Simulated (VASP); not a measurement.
# Sb (Pm-3m) in VASP: a series of runs

The runs below take Sb through relaxation of cell and atoms, single point, with PBE+D4, r2SCAN.

Everything below comes from runs of VASP 6.6.1. Logs are shortened: lines on timing, memory, paths and dates and some standing lists are left out, and cuts for length are marked.

**1. The cell of the first run**

Symmetry: Pm-3m, No. 221, cubic system. The conventional cell has a = 3.160 Å, b = 3.160 Å, c = 3.160 Å, α = 90.00°, β = 90.00°, γ = 90.00°. Within 4.2 Å of Sb (site symmetry m-3m) lie 6 Sb at 3.16 Å.

**2. Relaxation of cell and atoms, PBE+D4**

File INCAR:

```
PREC = Accurate ; ENCUT = 600
EDIFF = 1E-6 ; ISMEAR = -1
SIGMA = 0.05 ; LREAL = False
LASPH = True ; NELM = 100
ALGO = Normal ; ISIF = 3
LWAVE = False ; LCHARG = False
GGA = PE ; IVDW = 13
IBRION = 2 ; NSW = 60
EDIFFG = -0.01
```

File KPOINTS:

```
regular mesh
0
Gamma
  8 8 8
```

File POSCAR:

```
Sb
1.0
    3.1600000000      0.0000000000      0.0000000000
    0.0000000000      3.1600000000      0.0000000000
    0.0000000000      0.0000000000      3.1600000000
Sb
1
Direct
    0.0000000000      0.0000000000      0.0000000000
```

Potentials or basis: VASP PAW PBE potentials, release 64 (Sb).

Command:

```
> cat potpaw_PBE.64/Sb/POTCAR > POTCAR
> mpirun -np 1 vasp_std > vasp.out
```

OUTCAR:

```text
PREC = Accurate
   ENCUT = 600
   EDIFF = 1E-6
   ISMEAR = -1
   LREAL = False
   LASPH = True
   NELM = 100
   ISIF = 3
   GGA = PE
   IVDW = 13
   IBRION = 2
   NSW = 60
   EDIFFG = -0.01

 ion  position               nearest neighbor table
   1  0.000  0.000  0.000-

  LATTYP: Found a simple cubic cell.
 ALAT       =     3.1600000000

  Lattice vectors:

 A1 = (   3.1600000000,   0.0000000000,   0.0000000000)
 A2 = (   0.0000000000,   3.1600000000,   0.0000000000)
 A3 = (   0.0000000000,   0.0000000000,   3.1600000000)

Analysis of symmetry for initial positions (statically):
=====================================================================
 Subroutine PRICEL returns:
 Original cell was already a primitive cell.

 Routine SETGRP: Setting up the symmetry group for a
 simple cubic supercell.

 Subroutine GETGRP returns: Found 48 space group operations
 (whereof 48 operations were pure point group operations)
 out of a pool of 48 trial point group operations.

The static configuration has the point symmetry O_h .

Analysis of symmetry for dynamics (positions and initial velocities):
=====================================================================
 Subroutine PRICEL returns:
 Original cell was already a primitive cell.

 Routine SETGRP: Setting up the symmetry group for a
 simple cubic supercell.

 Subroutine GETGRP returns: Found 48 space group operations
 (whereof 48 operations were pure point group operations)
 out of a pool of 48 trial point group operations.

The dynamic configuration has the point symmetry O_h .

 Subroutine INISYM returns: Found 48 space group operations
 (whereof 48 operations are pure point group operations),
 and found     1 'primitive' translations

----------------------------------------------------------------------------------------

                                     Primitive cell

  volume of cell :      31.5545

  direct lattice vectors                    reciprocal lattice vectors
     3.160000000  0.000000000  0.000000000     0.316455696  0.000000000  0.000000000
     0.000000000  3.160000000  0.000000000     0.000000000  0.316455696  0.000000000
     0.000000000  0.000000000  3.160000000     0.000000000  0.000000000  0.316455696

  length of vectors
     3.160000000  3.160000000  3.160000000     0.316455696  0.316455696  0.316455696

  position of ions in fractional coordinates (direct lattice)
     0.000000000  0.000000000  0.000000000

  ion indices of the primitive-cell ions
   primitive index   ion index
                 1           1

----------------------------------------------------------------------------------------

 KPOINTS: regular mesh

Automatic generation of k-mesh.
 Grid dimensions read from file:
 generate k-points for:    8    8    8

 Generating k-lattice:

  Cartesian coordinates                     Fractional coordinates (reciprocal lattice)
     0.039556962  0.000000000  0.000000000     0.125000000  0.000000000  0.000000000
     0.000000000  0.039556962  0.000000000     0.000000000  0.125000000  0.000000000
     0.000000000  0.000000000  0.039556962     0.000000000  0.000000000  0.125000000

  Length of vectors
     0.039556962  0.039556962  0.039556962

  Shift w.r.t. Gamma in fractional coordinates (k-lattice)
     0.000000000  0.000000000  0.000000000

 Subroutine IBZKPT returns following result:
 ===========================================

 Found     35 irreducible k-points:

 Following reciprocal coordinates:
            Coordinates               Weight
  0.000000  0.000000  0.000000      1.000000
  0.125000  0.000000  0.000000      6.000000
  0.250000  0.000000  0.000000      6.000000
  0.375000  0.000000  0.000000      6.000000
  0.500000  0.000000  0.000000      3.000000
  0.125000  0.125000  0.000000     12.000000
[... 16 lines left out ...]
  0.375000  0.375000  0.125000     24.000000
  0.500000  0.375000  0.125000     24.000000
 [... further k-points ...]
   k-points           NKPTS =     35   k-points in BZ     NKDIM =     35   number of bands    NBANDS=      6
   number of dos      NEDOS =    301   number of ions     NIONS =      1
   total plane-waves  NPLWV =  21952
   dimension x,y,z NGX =    28 NGY =   28 NGZ =   28
   dimension x,y,z NGXF=    56 NGYF=   56 NGZF=   56
   ions per type =               1
   NGX,Y,Z   is equivalent  to a cutoff of  14.73, 14.73, 14.73 a.u.
   NGXF,Y,Z  is equivalent  to a cutoff of  29.46, 29.46, 29.46 a.u.
 SYSTEM =  unknown system
   PREC   = accura    normal or accurate (medium, high low for compatibility)
   ISTART =      0    job   : 0-new  1-cont  2-samecut
   ICHARG =      2    charge: 1-file 2-atom 10-const
   ISPIN  =      1    spin polarized calculation?
   LNONCOLLINEAR =      F non collinear calculations
   LSORBIT =      F    spin-orbit coupling
   LASPH  =      T    aspherical Exc in radial PAW
   ENCUT  =  600.0 eV  44.10 Ry    6.64 a.u.   6.31  6.31  6.31*2*pi/ulx,y,z
   NELM   =    100;   NELMIN=  2; NELMDL= -5     # of ELM steps
   EDIFF  = 0.1E-05   stopping-criterion for ELM
   LREAL  =      F    real-space projection
   EDIFFG = -.1E-01   stopping-criterion for IOM
   NSW    =     60    number of steps for IOM
   IBRION =      2    ionic relax: 0-MD 1-quasi-New 2-CG
   NFREE  =      1    steps in history (QN), initial steepest desc. (CG)
   ISIF   =      3    stress and relaxation
   ISYM   =      2    0-nonsym 1-usesym 2-fastsym
   POTIM  = 0.5000    time-step for ionic-motion
   TEBEG  =    0.0;   TEEND  =   0.0 temperature during run
   PSTRESS=    0.0 pullay stress
   NELECT =       5.0000    total number of electrons
   NUPDOWN=      -1.0000    fix difference up-down
   EMIN   =  10.00;   EMAX   =-10.00  energy-range for DOS
   EFERMI =   0.00;   METHOD = LEGACY
   ISMEAR =    -1;   SIGMA  =   0.05  broadening in eV -4-tet -1-fermi 0-gaus
   EFERMI_NEDOS =   21; number of points for ismear=-14 and -15
   IALGO  =     38    algorithm
   IMIX   =      4    mixing-type and parameters
     AMIX     =   0.40;   BMIX     =  1.00
     AMIX_MAG =   1.60;   BMIX_MAG =  1.00
  volume/ion in A,a.u.               =      31.55       212.94
  Fermi-wavevector in a.u.,A,eV,Ry     =   0.885886  1.674081 10.677766  0.784794
  Thomas-Fermi vector in A             =   2.006979
   LORBIT       =      0    0 simple, 1 ext, 2 COOP (PROOUT), +10 PAW based schemes
   GGA     = PE    functional components
   LHFCALC =     F    Hartree Fock is set to
   AEXX    =    0.0000 exact exchange contribution
   IVDW    =    13    specifies the selected vdW correction
   LEPSILON=     F    determine dielectric tensor
   LRPA    =     F    only Hartree local field effects (RPA)
 conjugate gradient relaxation of ions
 non-spin polarized calculation
  energy-cutoff  :      600.00
  volume of cell :       31.55
 maximum number of plane-waves:      1074
 NGX is ok and might be reduce to    28
   NGX = 13   NGY = 13   NGZ = 13

--------------------------------------- Ionic step        1  -------------------------------------------

 number of electron       5.0000000 magnetization

 Free energy of the ion-electron system (eV)
  ---------------------------------------------------
  ext. energy  EPLUGINS =         0.00000000
  ---------------------------------------------------
  free energy    TOTEN  =        -4.06920827 eV

  energy without entropy =       -4.06196613  energy(sigma->0) =       -4.06558720

------------------------ aborting loop because EDIFF is reached ----------------------------------------

  DFT-D4 for vdW energy calculation

  Edisp (eV):   -0.48883

  FORCE on cell =-STRESS in cart. coord.  units (eV):
  Direction    XX          YY          ZZ          XY          YZ          ZX
  --------------------------------------------------------------------------------------
  -------------------------------------------------------------------------------------
  Total      -0.93004    -0.93004    -0.93004     0.00000     0.00000    -0.00000
  in kB     -47.22280   -47.22280   -47.22280     0.00000     0.00000    -0.00000
  external pressure =      -47.22 kB  Pullay stress =        0.00 kB
[... 59 lines left out ...]
  energy  without entropy=       -4.5780834397  energy(sigma->0) =       -4.58218425

--------------------------------------- Ionic step        3  -------------------------------------------

 number of electron       5.0000000 magnetization

 Free energy of the ion-electron system (eV)
  ---------------------------------------------------
  ext. energy  EPLUGINS =         0.00000000
  ---------------------------------------------------
  free energy    TOTEN  =        -4.06827517 eV

  energy without entropy =       -4.06089266  energy(sigma->0) =       -4.06458392

 E-fermi :   7.4911     XC(G=0):  -9.7661

 val. band max:        7.4800073162   @ k =   0.3750   0.2500   0.1250
 cond. band min:       7.7539039130   @ k =   0.3750   0.2500   0.2500
 fundamental gap:      0.2738965968
 Fermi energy:         7.4910628371

 k-point     1 :       0.0000    0.0000    0.0000
  band No.  band energies     occupation
      1      -5.0933      2.00000
      2      10.8970      0.00000
      3      10.8970      0.00000
      4      10.8970      0.00000
      5      14.4983      0.00000
      6      14.4983      0.00000

 k-point     2 :       0.1250    0.0000    0.0000
  band No.  band energies     occupation
      1      -4.8598      2.00000
      2       8.6050      0.00000
      3      11.1279      0.00000
      4      11.1279      0.00000
      5      14.6802      0.00000
      6      15.5041      0.00000
[... 190 lines left out ...]
 k-point    24 :       0.5000    0.3750    0.1250
  band No.  band energies     occupation
      1      -0.3311      2.00000
      2       3.6250      2.00000
      3       5.3600      2.00000
      4      10.7294      0.00000
      5      12.7273      0.00000
      6      17.3039      0.00000

 [... further k-points ...]

------------------------ aborting loop because EDIFF is reached ----------------------------------------

  DFT-D4 for vdW energy calculation

  Edisp (eV):   -0.53269

  FORCE on cell =-STRESS in cart. coord.  units (eV):
  Direction    XX          YY          ZZ          XY          YZ          ZX
  --------------------------------------------------------------------------------------
  -------------------------------------------------------------------------------------
  Total       0.00006     0.00006     0.00006     0.00000     0.00000    -0.00000
  in kB       0.00312     0.00312     0.00312     0.00000     0.00000    -0.00000
  external pressure =        0.00 kB  Pullay stress =        0.00 kB
[... 16 lines left out ...]
  FREE ENERGIE OF THE ION-ELECTRON SYSTEM (eV)
  ---------------------------------------------------
  free  energy   TOTEN  =        -4.6009630379 eV

  energy  without entropy=       -4.5935805207  energy(sigma->0) =       -4.59727178

 reached required accuracy - stopping structural energy minimisation
```

It took 31 s on 1 thread of AMD EPYC 7R43 (Zen 3), shared host; peak memory 0.13 GiB.

Results:

- Free energy: -4.6010 eV
- Relaxed volume: 28.88 Å³/atom
- Relaxed cell: a = 3.068 Å, b = 3.068 Å, c = 3.068 Å, α = 90.00°, β = 90.00°, γ = 90.00°
- Space group after relaxing (to 0.05 Å): Pm-3m (No. 221)
- Energy gained by relaxing: 42.9 meV/atom
- Ionic steps: 3
- Pressure after relaxing: 0.0 GPa
- Dispersion energy per atom: -0.533 eV

Step by step:
```csv
step,energy change (eV),largest force (eV/Å),pressure (GPa),volume (Å³)
1,0.0000,0.0000,-4.72,31.55
2,-0.0283,0.0000,3.54,27.49
3,-0.0429,0.0000,0.00,28.88
```

Final structure:
```
Sb
1.0
     3.06810    0.00000    0.00000
     0.00000    3.06810    0.00000
     0.00000    0.00000    3.06810
Sb
1
Direct
  0.00000 0.00000 0.00000
```

Levels at points of the mesh, in eV from the Fermi level:
```
           k point  band 1  band 2  band 3  band 4  band 5  band 6
(0.00, 0.00, 0.00)  -12.58    3.41    3.41    3.41    7.01    7.01
(0.50, 0.00, 0.00)  -10.04   -5.75    5.52    5.52    9.15   10.73
(0.50, 0.50, 0.00)   -7.33   -3.63   -3.63    2.11    7.70   13.16
(0.50, 0.50, 0.50)   -4.28   -1.63   -1.63   -1.63    4.84    4.84
```

Caveat: spin-orbit coupling is left out, which moves the levels of the heavy elements; pairwise dispersion overbinds metals, which lowers pressure and volume.

[end of part 1 of 2]
